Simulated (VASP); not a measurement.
# TiB (F-43m) in VASP: further runs, part 2 of 2

VASP 6.6.1. The steps go on from the part before.

## 5. Electric field gradients, LDA (volume scaled by 1.06)

Contents of INCAR:

```
  PREC = Accurate
  ENCUT = 520
  EDIFF = 1E-8
  ISMEAR = -1
  SIGMA = 0.05
  LREAL = False
  LASPH = True
  NELM = 60
  ALGO = Normal
  ISIF = 2
  LWAVE = False
  LCHARG = False
  GGA = CA
  LEFG = True
  NBANDS = 14
```

Contents of KPOINTS:

```
regular mesh
0
Gamma
  13 13 13
```

Contents of POSCAR:

```
TiB
1.0
    0.0000000000      2.1422065399      2.1422065399
    2.1422065399      0.0000000000      2.1422065399
    2.1422065399      2.1422065399      0.0000000000
Ti B
1 1
Direct
    0.7500000000      0.7500000000      0.7500000000
    0.0000000000      0.0000000000      0.0000000000
```

Potentials or basis: VASP PAW LDA potentials, release 64 (Ti_sv, B).

Run with:

```console
> cat potpaw_LDA.64/Ti_sv/POTCAR potpaw_LDA.64/B/POTCAR > POTCAR
> mpirun -np 1 vasp_std > vasp.out
```

OUTCAR:

```text
PREC = Accurate
   ENCUT = 520
   EDIFF = 1E-8
   ISMEAR = -1
   LREAL = False
   LASPH = True
   NELM = 60
   ISIF = 2
   GGA = CA

 ion  position               nearest neighbor table
   1  0.750  0.750  0.750-   2 1.86   2 1.86   2 1.86   2 1.86
   2  0.000  0.000  0.000-   1 1.86   1 1.86   1 1.86   1 1.86

  LATTYP: Found a face centered cubic cell.
 ALAT       =     4.2844130798

  Lattice vectors:

 A1 = (   0.0000000000,   2.1422065399,   2.1422065399)
 A2 = (   2.1422065399,   0.0000000000,   2.1422065399)
[... 618 lines left out ...]
  FREE ENERGIE OF THE ION-ELECTRON SYSTEM (eV)
  ---------------------------------------------------
  free  energy   TOTEN  =       -12.6657654784 eV

  energy  without entropy=      -12.6580148133  energy(sigma->0) =      -12.66189015

 Electric field gradients (V/A^2)
---------------------------------------------------------------------
 ion       V_xx      V_yy      V_zz      V_xy      V_xz      V_yz
---------------------------------------------------------------------
   1      -0.000     0.000     0.000     0.001     0.001     0.001
   2       0.000     0.000     0.000     0.000     0.000     0.000
---------------------------------------------------------------------

 Electric field gradients after diagonalization (V/A^2)
 (convention: |V_zz| > |V_xx| > |V_yy|)
----------------------------------------------------------------------
 ion       V_xx      V_yy      V_zz     asymmetry (V_yy - V_xx)/ V_zz
----------------------------------------------------------------------
   1      -0.001    -0.001     0.002       0.000
   2      -0.000    -0.000     0.000       0.000
----------------------------------------------------------------------

           NMR quadrupolar parameters

 Cq : quadrupolar parameter    Cq=e*Q*V_zz/h
 eta: asymmetry parameters     (V_yy - V_xx)/ V_zz
 Q  : nuclear electric quadrupole moment in mb (millibarn)
----------------------------------------------------------------------
 ion       Cq(MHz)       eta       Q (mb)
----------------------------------------------------------------------
   1       0.000       0.000       1.000
   2       0.000       0.000       1.000
----------------------------------------------------------------------
```

stdout:

```text
POSCAR found type information on POSCAR TiB
 POSCAR found :  2 types and       2 ions
 scaLAPACK will be used
 LDA part: xc-table for (Slater(with rela. corr.)+CA(PZ))
 , standard interpolation
 POSCAR, INCAR and KPOINTS ok, starting setup
 FFT: planning ... GRIDC
 FFT: planning ... GRID_SOFT
 FFT: planning ... GRID
 WAVECAR not read
 entering main loop
ion   1

ion   2
```

Run time: 12 s. Hardware: 1 thread of Intel Xeon Platinum 8375C at 2.90GHz (Ice Lake), shared host; peak memory 0.14 GiB.

What came out:

```yaml
Free_energy: -12.6658 eV
Pressure: 83.0 GPa
```

Levels at points of the mesh, in eV from the Fermi level:
```csv
k point,band 6,band 7,band 8,band 9,band 10,band 11
"(0.00, 0.00, 0.00)",-1.76,-1.76,-1.76,3.11,3.11,11.86
```

Caveat: without QUAD_EFG the Cq values of the log hold for a quadrupole moment of 1 mb, not for the nuclei.

## 6. Electric field gradients, LDA (volume scaled by 0.94)

Contents of INCAR:

```
SYSTEM = TiB
PREC = Accurate
ENCUT = 520
EDIFF = 1E-8
ISMEAR = -1
SIGMA = 0.05
LREAL = .False.
LASPH = .True.
NELM = 100
ALGO = Normal
ISIF = 2
LWAVE = .False.
LCHARG = .False.
LEFG = .True.
NBANDS = 14
```

Contents of KPOINTS:

```
regular mesh
0
Gamma
  13 13 13
  0 0 0
```

Contents of POSCAR:

```
TiB
1.0
    0.0000000000      2.0581104144      2.0581104144
    2.0581104144      0.0000000000      2.0581104144
    2.0581104144      2.0581104144      0.0000000000
Ti B
1 1
Direct
    0.7500000000      0.7500000000      0.7500000000
    0.0000000000      0.0000000000      0.0000000000
```

Potentials or basis: VASP PAW LDA potentials, release 64 (Ti_sv, B).

Run with:

```console
> cat potpaw_LDA.64/Ti_sv/POTCAR potpaw_LDA.64/B/POTCAR > POTCAR
> mpirun -np 1 vasp_std > vasp.out
```

OUTCAR:

```text
SYSTEM = TiB
   PREC = Accurate
   ENCUT = 520
   EDIFF = 1E-8
   ISMEAR = -1
   LREAL = .False.
   LASPH = .True.
   NELM = 100
   ISIF = 2

 ion  position               nearest neighbor table
   1  0.750  0.750  0.750-   2 1.78   2 1.78   2 1.78   2 1.78
   2  0.000  0.000  0.000-   1 1.78   1 1.78   1 1.78   1 1.78

  LATTYP: Found a face centered cubic cell.
 ALAT       =     4.1162208288

  Lattice vectors:

 A1 = (   0.0000000000,   2.0581104144,   2.0581104144)
 A2 = (   2.0581104144,   0.0000000000,   2.0581104144)
 A3 = (   2.0581104144,   2.0581104144,   0.0000000000)
[... 620 lines left out ...]
  free  energy   TOTEN  =       -11.1860018058 eV

  energy  without entropy=      -11.1790042169  energy(sigma->0) =      -11.18250301

 Electric field gradients (V/A^2)
---------------------------------------------------------------------
 ion       V_xx      V_yy      V_zz      V_xy      V_xz      V_yz
---------------------------------------------------------------------
   1       0.000     0.000     0.000     0.000     0.000     0.000
   2       0.000    -0.000     0.000    -0.000    -0.000    -0.000
---------------------------------------------------------------------

 Electric field gradients after diagonalization (V/A^2)
 (convention: |V_zz| > |V_xx| > |V_yy|)
----------------------------------------------------------------------
 ion       V_xx      V_yy      V_zz     asymmetry (V_yy - V_xx)/ V_zz
----------------------------------------------------------------------
   1      -0.000    -0.000     0.000       0.000
   2       0.000     0.000    -0.000       0.000
----------------------------------------------------------------------

           NMR quadrupolar parameters

 Cq : quadrupolar parameter    Cq=e*Q*V_zz/h
 eta: asymmetry parameters     (V_yy - V_xx)/ V_zz
 Q  : nuclear electric quadrupole moment in mb (millibarn)
----------------------------------------------------------------------
 ion       Cq(MHz)       eta       Q (mb)
----------------------------------------------------------------------
   1       0.000       0.000       1.000
   2      -0.000       0.000       1.000
----------------------------------------------------------------------
```

OSZICAR:

```text
N       E                     dE             d eps       ncg     rms          rms(c)
DAV:   1     0.124723653592E+03    0.12472E+03   -0.79331E+03  2352   0.133E+03
DAV:   2    -0.413877474738E+01   -0.12886E+03   -0.12161E+03  2466   0.340E+02
DAV:   3    -0.132193913331E+02   -0.90806E+01   -0.87790E+01  3262   0.860E+01
DAV:   4    -0.138367152639E+02   -0.61732E+00   -0.61611E+00  2788   0.163E+01
DAV:   5    -0.138450045381E+02   -0.82893E-02   -0.82886E-02  3010   0.196E+00    0.263E+01
DAV:   6    -0.110595022118E+02    0.27855E+01   -0.58507E+00  3278   0.386E+01    0.666E+00
DAV:   7    -0.111160578547E+02   -0.56556E-01   -0.77848E-01  2418   0.941E+00    0.549E+00
DAV:   8    -0.111793572190E+02   -0.63299E-01   -0.16138E-01  3560   0.331E+00    0.112E+00
DAV:   9    -0.111863020350E+02   -0.69448E-02   -0.13619E-02  2364   0.102E+00    0.295E-01
DAV:  10    -0.111860407388E+02    0.26130E-03   -0.24194E-03  2880   0.495E-01    0.198E-01
DAV:  11    -0.111859583117E+02    0.82427E-04   -0.86695E-04  2388   0.310E-01    0.100E-01
DAV:  12    -0.111860003077E+02   -0.41996E-04   -0.14731E-04  2616   0.118E-01    0.386E-03
DAV:  13    -0.111860013517E+02   -0.10440E-05   -0.92246E-06  2596   0.232E-02    0.701E-03
DAV:  14    -0.111860017871E+02   -0.43537E-06   -0.13596E-06  2406   0.931E-03    0.162E-03
DAV:  15    -0.111860018066E+02   -0.19566E-07   -0.10768E-07  2820   0.263E-03    0.123E-03
DAV:  16    -0.111860018058E+02    0.86879E-09   -0.10482E-08  2044   0.123E-03
   1 F= -.11186002E+02 E0= -.11182503E+02  d E =-.699759E-02
```

stdout:

```text
POSCAR found type information on POSCAR TiB
 POSCAR found :  2 types and       2 ions
 scaLAPACK will be used
 LDA part: xc-table for (Slater(with rela. corr.)+CA(PZ))
 , standard interpolation
 POSCAR, INCAR and KPOINTS ok, starting setup
 FFT: planning ... GRIDC
 FFT: planning ... GRID_SOFT
 FFT: planning ... GRID
 WAVECAR not read
 entering main loop
ion   1

ion   2
```

Run time: 14 s. Hardware: 1 thread of AMD EPYC 9R45 (Zen 5), shared host; peak memory 0.11 GiB.

Results:

* Free energy: -11.1860 eV
* Pressure: 133.3 GPa

Caveat: without QUAD_EFG the Cq values of the log hold for a quadrupole moment of 1 mb, not for the nuclei.

## 7. Overview

| cell | gap on the mesh (eV) | pressure (GPa) |
| --- | --- | --- |
| a = 2.991 Å, angles 60.0°, 2 atoms | none | 97.5 |
| a = 3.010 Å, angles 60.0°, 2 atoms | none | 90.0 |
| a = 3.030 Å, angles 60.0°, 2 atoms | none | 83.0 |
| a = 2.911 Å, angles 60.0°, 2 atoms | none | 133.3 |

Alike in all rows: task electric field gradients; level LDA; potentials or basis VASP PAW LDA potentials, release 64 (Ti_sv, B); no spin polarisation; k mesh 13 × 13 × 13; cutoff (eV) 520; smearing fermi-dirac 0.05 eV.

Total energies depend on the potentials used, so only differences within one code and one set of settings carry meaning.
